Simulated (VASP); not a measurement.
# KBaI3 (Pm-3m) in VASP: settings compared

Aim: see how the results for KBaI3 move with the level of theory and the settings. Levels: PBE, HSE06. Tasks: single point.

Program: VASP 6.6.1. These are calculated values, not measurements. Logs are shortened: lines on timing, memory, paths and dates and some standing lists are left out, and cuts for length are marked.

### 1 The cell of the first run

It takes space group Pm-3m (No. 221, cubic). The conventional cell has a = 6.719 Å, b = 6.719 Å, c = 6.719 Å, α = 90.00°, β = 90.00°, γ = 90.00°. Within 4.4 Å of Ba (site symmetry m-3m) lie 6 I at 3.36 Å. Within 4.4 Å of I (site symmetry 4/mmm) lie 2 Ba at 3.36 Å.

### 2 Single point, PBE

Input file INCAR:

```
SYSTEM = KBaI3
PREC     = Accurate       ! precision mode
ENCUT    = 520            ! plane-wave cutoff, eV
EDIFF    = 1E-6           ! SCF threshold, eV
ISMEAR   = 1              ! smearing method
SIGMA    = 0.2            ! smearing width, eV
LREAL    = .False.        ! projectors in reciprocal space
LASPH    = .True.         ! aspherical terms in the spheres
NELM     = 80             ! most SCF steps
ALGO     = Normal         ! electronic algorithm
ISIF     = 2              ! what is computed and relaxed
LWAVE    = .False.        ! write WAVECAR
LCHARG   = .False.        ! write CHGCAR
GGA      = PE             ! functional
NBANDS   = 28             ! bands
```

Input file KPOINTS:

```
Automatic mesh
0
Gamma
  4 4 4
  0 0 0
```

Input file POSCAR:

```
KBaI3
1.0
    6.7191903973      0.0000000000      0.0000000000
    0.0000000000      6.7191903973      0.0000000000
    0.0000000000      0.0000000000      6.7191903973
K Ba I
1 1 3
Direct
    0.0000000000      0.0000000000      0.0000000000
    0.5000000000      0.5000000000      0.5000000000
    0.5000000000      0.5000000000      0.0000000000
    0.5000000000      0.0000000000      0.5000000000
    0.0000000000      0.5000000000      0.5000000000
```

Potentials or basis: VASP PAW PBE potentials, release 64 (K_sv, Ba_sv, I).

Command:

```console
> cat potpaw_PBE.64/K_sv/POTCAR potpaw_PBE.64/Ba_sv/POTCAR potpaw_PBE.64/I/POTCAR > POTCAR
> mpirun -np 1 vasp_std > vasp.out
```

OUTCAR:

```text
SYSTEM = KBaI3
   PREC = Accurate
   ENCUT = 520
   EDIFF = 1E-6
   ISMEAR = 1
   LREAL = .False.
   LASPH = .True.
   NELM = 80
   ISIF = 2
   GGA = PE

 ion  position               nearest neighbor table
   1  0.000  0.000  0.000-
   2  0.500  0.500  0.500-   3 3.36   4 3.36   5 3.36   3 3.36   4 3.36   5 3.36
   3  0.500  0.500  0.000-   2 3.36   2 3.36
   4  0.500  0.000  0.500-   2 3.36   2 3.36
   5  0.000  0.500  0.500-   2 3.36   2 3.36

  LATTYP: Found a simple cubic cell.
 ALAT       =     6.7191903973

  Lattice vectors:

 A1 = (   6.7191903973,   0.0000000000,   0.0000000000)
 A2 = (   0.0000000000,   6.7191903973,   0.0000000000)
 A3 = (   0.0000000000,   0.0000000000,   6.7191903973)

Analysis of symmetry for initial positions (statically):
=====================================================================
 Subroutine PRICEL returns:
 Original cell was already a primitive cell.

 Routine SETGRP: Setting up the symmetry group for a
 simple cubic supercell.

 Subroutine GETGRP returns: Found 48 space group operations
 (whereof 48 operations were pure point group operations)
 out of a pool of 48 trial point group operations.

The static configuration has the point symmetry O_h .

Analysis of symmetry for dynamics (positions and initial velocities):
=====================================================================
 Subroutine PRICEL returns:
 Original cell was already a primitive cell.

 Routine SETGRP: Setting up the symmetry group for a
 simple cubic supercell.

 Subroutine GETGRP returns: Found 48 space group operations
 (whereof 48 operations were pure point group operations)
 out of a pool of 48 trial point group operations.

The dynamic configuration has the point symmetry O_h .

 Subroutine INISYM returns: Found 48 space group operations
 (whereof 48 operations are pure point group operations),
 and found     1 'primitive' translations

----------------------------------------------------------------------------------------

                                     Primitive cell

  volume of cell :     303.3548

[... 75 lines left out ...]
   LSORBIT =      F    spin-orbit coupling
   LASPH  =      T    aspherical Exc in radial PAW
   ENCUT  =  520.0 eV  38.22 Ry    6.18 a.u.  12.49 12.49 12.49*2*pi/ulx,y,z
   NELM   =     80;   NELMIN=  2; NELMDL= -5     # of ELM steps
   EDIFF  = 0.1E-05   stopping-criterion for ELM
   LREAL  =      F    real-space projection
   EDIFFG = 0.1E-04   stopping-criterion for IOM
   NSW    =      0    number of steps for IOM
   IBRION =     -1    ionic relax: 0-MD 1-quasi-New 2-CG
   NFREE  =      0    steps in history (QN), initial steepest desc. (CG)
   ISIF   =      2    stress and relaxation
   ISYM   =      2    0-nonsym 1-usesym 2-fastsym
   POTIM  = 0.5000    time-step for ionic-motion
   TEBEG  =    0.0;   TEEND  =   0.0 temperature during run
   PSTRESS=    0.0 pullay stress
   NELECT =      40.0000    total number of electrons
   NUPDOWN=      -1.0000    fix difference up-down
   EMIN   =  10.00;   EMAX   =-10.00  energy-range for DOS
   EFERMI =   0.00;   METHOD = LEGACY
   ISMEAR =     1;   SIGMA  =   0.20  broadening in eV -4-tet -1-fermi 0-gaus
   EFERMI_NEDOS =   21; number of points for ismear=-14 and -15
   IALGO  =     38    algorithm
   IMIX   =      4    mixing-type and parameters
     AMIX     =   0.40;   BMIX     =  1.00
     AMIX_MAG =   1.60;   BMIX_MAG =  1.00
  volume/ion in A,a.u.               =      60.67       409.43
  Fermi-wavevector in a.u.,A,eV,Ry     =   0.833255  1.574623  9.446712  0.694314
  Thomas-Fermi vector in A             =   1.946448
   LORBIT       =      0    0 simple, 1 ext, 2 COOP (PROOUT), +10 PAW based schemes
   GGA     = PE    functional components
   LHFCALC =     F    Hartree Fock is set to
   AEXX    =    0.0000 exact exchange contribution
   IVDW    =     0    specifies the selected vdW correction
   LEPSILON=     F    determine dielectric tensor
   LRPA    =     F    only Hartree local field effects (RPA)
 non-spin polarized calculation
 Methfessel and Paxton  Order N= 1 SIGMA  =   0.20
  energy-cutoff  :      520.00
  volume of cell :      303.35
 maximum number of plane-waves:      8217
 NGX is ok and might be reduce to    50
   NGX = 25   NGY = 25   NGZ = 25

 number of electron      40.0000007 magnetization

 Free energy of the ion-electron system (eV)
  ---------------------------------------------------
  ext. energy  EPLUGINS =         0.00000000
  ---------------------------------------------------
  free energy    TOTEN  =       -15.15306045 eV

  energy without entropy =      -15.19014161  energy(sigma->0) =      -15.16542084

 E-fermi :  -0.7651     XC(G=0):  -6.3243

 val. band max:       -0.8056362136   @ k =   0.5000   0.5000   0.5000
 cond. band min:       2.2890207862   @ k =   0.0000   0.0000   0.0000
 fundamental gap:      3.0946569998
 Fermi energy:        -0.7651264564

 k-point     1 :       0.0000    0.0000    0.0000
  band No.  band energies     occupation
      1     -31.2309      2.00000
      2     -27.0292      2.00000
      3     -14.6706      2.00000
      4     -14.6706      2.00000
      5     -14.6706      2.00000
      6     -12.3277      2.00000
[... 299 lines left out ...]
     27       5.1347      0.00000
     28       6.0703      0.00000

------------------------ aborting loop because EDIFF is reached ----------------------------------------

  FORCE on cell =-STRESS in cart. coord.  units (eV):
  Direction    XX          YY          ZZ          XY          YZ          ZX
  --------------------------------------------------------------------------------------
  -------------------------------------------------------------------------------------
  Total        0.4311104      0.4311104      0.4311104     -0.0000000     -0.0000000      0.0000000
  in kB        2.2769226      2.2769226      2.2769226     -0.0000000     -0.0000000      0.0000000
  external PRESSURE =       2.2769226 kB  Pullay stress =       0.0000000 kB

 VOLUME and BASIS-vectors are now :
 -----------------------------------------------------------------------------
  energy-cutoff  :      520.00
  volume of cell :      303.35
      direct lattice vectors                 reciprocal lattice vectors
     6.719190397  0.000000000  0.000000000     0.148827454  0.000000000  0.000000000
     0.000000000  6.719190397  0.000000000     0.000000000  0.148827454  0.000000000
     0.000000000  0.000000000  6.719190397     0.000000000  0.000000000  0.148827454

 POSITION                                       TOTAL-FORCE (eV/Angst)
 -----------------------------------------------------------------------------------
      0.00000      0.00000      0.00000         0.000000      0.000000      0.000000
      3.35960      3.35960      3.35960         0.000000      0.000000      0.000000
      3.35960      3.35960      0.00000         0.000000      0.000000      0.000000
      3.35960      0.00000      3.35960         0.000000      0.000000      0.000000
      0.00000      3.35960      3.35960         0.000000      0.000000      0.000000
 -----------------------------------------------------------------------------------
    total drift:                                0.000000     -0.000000      0.000000

  FREE ENERGIE OF THE ION-ELECTRON SYSTEM (eV)
  ---------------------------------------------------
  free  energy   TOTEN  =       -15.1530604509 eV

  energy  without entropy=      -15.1901416054  energy(sigma->0) =      -15.16542084
```

OSZICAR:

```text
N       E                     dE             d eps       ncg     rms          rms(c)
DAV:   1     0.280438945564E+03    0.28044E+03   -0.15211E+04   560   0.115E+03
DAV:   2     0.111778609792E+02   -0.26926E+03   -0.26238E+03   760   0.229E+02
DAV:   3    -0.149883864323E+02   -0.26166E+02   -0.26116E+02   780   0.726E+01
DAV:   4    -0.157097601124E+02   -0.72137E+00   -0.72005E+00   876   0.123E+01
DAV:   5    -0.157272834950E+02   -0.17523E-01   -0.17521E-01   804   0.168E+00    0.438E+00
DAV:   6    -0.153560761168E+02    0.37121E+00   -0.40327E-01   700   0.209E+00    0.295E+00
DAV:   7    -0.151740598590E+02    0.18202E+00   -0.57301E-01   736   0.296E+00    0.105E+00
DAV:   8    -0.151550517478E+02    0.19008E-01   -0.62443E-02   880   0.123E+00    0.308E-01
DAV:   9    -0.151535233330E+02    0.15284E-02   -0.71229E-03   784   0.378E-01    0.189E-01
DAV:  10    -0.151529309935E+02    0.59234E-03   -0.36759E-03   680   0.263E-01    0.596E-02
DAV:  11    -0.151530262350E+02   -0.95242E-04   -0.52742E-04   848   0.914E-02    0.243E-02
DAV:  12    -0.151530497933E+02   -0.23558E-04   -0.25574E-05   712   0.247E-02    0.951E-03
DAV:  13    -0.151530596503E+02   -0.98570E-05   -0.11094E-05   680   0.163E-02    0.490E-03
DAV:  14    -0.151530604509E+02   -0.80060E-06   -0.40563E-07   604   0.323E-03
   1 F= -.15153060E+02 E0= -.15165421E+02  d E =0.370812E-01
```

It took 58 s on 1 thread of Intel Xeon 6975P-C (Granite Rapids), shared host; peak memory 0.39 GiB.

Results:

```
Free energy            : -15.1531 eV
Pressure               : 0.2 GPa
Band gap on the k mesh : 3.09 eV (least direct gap 3.26 eV)
```

Caveat: spin-orbit coupling is left out, which moves the levels of the heavy elements. A k mesh can miss the band edges.

### 3 Single point, PBE

Input file INCAR:

```
SYSTEM = KBaI3
PREC = Accurate ; ENCUT = 520
EDIFF = 1E-6 ; ISMEAR = 0
SIGMA = 0.01 ; LREAL = .False.
LASPH = .True. ; NELM = 60
ALGO = Normal ; ISIF = 2
LWAVE = .False. ; LCHARG = .False.
GGA = PE ; ISYM = 0
NBANDS = 28
```

Input file KPOINTS:

```
Automatic mesh
0
Gamma
  4 4 4
  0 0 0.5
```

POSCAR is that of step 2.

Potentials or basis: VASP PAW PBE potentials, release 64 (K_sv, Ba_sv, I).

Command:

```console
> cat potpaw_PBE.64/K_sv/POTCAR potpaw_PBE.64/Ba_sv/POTCAR potpaw_PBE.64/I/POTCAR > POTCAR
> mpirun -np 1 vasp_std > vasp.out
```

OUTCAR:

```text
SYSTEM = KBaI3
   PREC = Accurate
   ENCUT = 520
   EDIFF = 1E-6
   ISMEAR = 0
   LREAL = .False.
   LASPH = .True.
   NELM = 60
   ISIF = 2
   GGA = PE
   ISYM = 0

 ion  position               nearest neighbor table
   1  0.000  0.000  0.000-
   2  0.500  0.500  0.500-   3 3.36   4 3.36   5 3.36   3 3.36   4 3.36   5 3.36
   3  0.500  0.500  0.000-   2 3.36   2 3.36
   4  0.500  0.000  0.500-   2 3.36   2 3.36
[... 910 lines left out ...]
  Direction    XX          YY          ZZ          XY          YZ          ZX
  --------------------------------------------------------------------------------------
  -------------------------------------------------------------------------------------
  Total        0.4573004      0.4572895      0.4572945      0.0000010      0.0000006      0.0000014
  in kB        2.4152457      2.4151882      2.4152144      0.0000053      0.0000032      0.0000074
  external PRESSURE =       2.4152161 kB  Pullay stress =       0.0000000 kB

 VOLUME and BASIS-vectors are now :
 -----------------------------------------------------------------------------
  energy-cutoff  :      520.00
  volume of cell :      303.35
      direct lattice vectors                 reciprocal lattice vectors
     6.719190397  0.000000000  0.000000000     0.148827454  0.000000000  0.000000000
     0.000000000  6.719190397  0.000000000     0.000000000  0.148827454  0.000000000
     0.000000000  0.000000000  6.719190397     0.000000000  0.000000000  0.148827454

 POSITION                                       TOTAL-FORCE (eV/Angst)
 -----------------------------------------------------------------------------------
      0.00000      0.00000      0.00000         0.000006     -0.000000     -0.000000
      3.35960      3.35960      3.35960         0.000002      0.000004     -0.000001
      3.35960      3.35960      0.00000        -0.000002     -0.000001      0.000000
      3.35960      0.00000      3.35960        -0.000003     -0.000002      0.000001
      0.00000      3.35960      3.35960        -0.000003     -0.000001     -0.000000
 -----------------------------------------------------------------------------------
    total drift:                                0.000013      0.000005     -0.000001

  FREE ENERGIE OF THE ION-ELECTRON SYSTEM (eV)
  ---------------------------------------------------
  free  energy   TOTEN  =       -15.1638390018 eV

  energy  without entropy=      -15.1638390018  energy(sigma->0) =      -15.16383900
```

stdout:

```text
POSCAR found type information on POSCAR K BaI
 POSCAR found :  3 types and       5 ions
 scaLAPACK will be used
 LDA part: xc-table for (Slater+PW92), standard interpolation
 POSCAR, INCAR and KPOINTS ok, starting setup
 FFT: planning ... GRIDC
 FFT: planning ... GRID_SOFT
 FFT: planning ... GRID
 WAVECAR not read
 entering main loop
```

It took 6.7 min on 1 thread of Intel Xeon 6975P-C (Granite Rapids), shared host; peak memory 0.92 GiB.

What came out:

| Property | Result |
| --- | --- |
| Free energy | -15.1638 eV |
| Pressure | 0.2 GPa |
| Band gap on the k mesh | 3.21 eV (least direct gap 3.40 eV) |

Caveat: spin-orbit coupling is left out, which moves the levels of the heavy elements; a shifted mesh leaves out Γ, where band edges can lie. A k mesh can miss the band edges.

(Continued in part 2 of 2.)
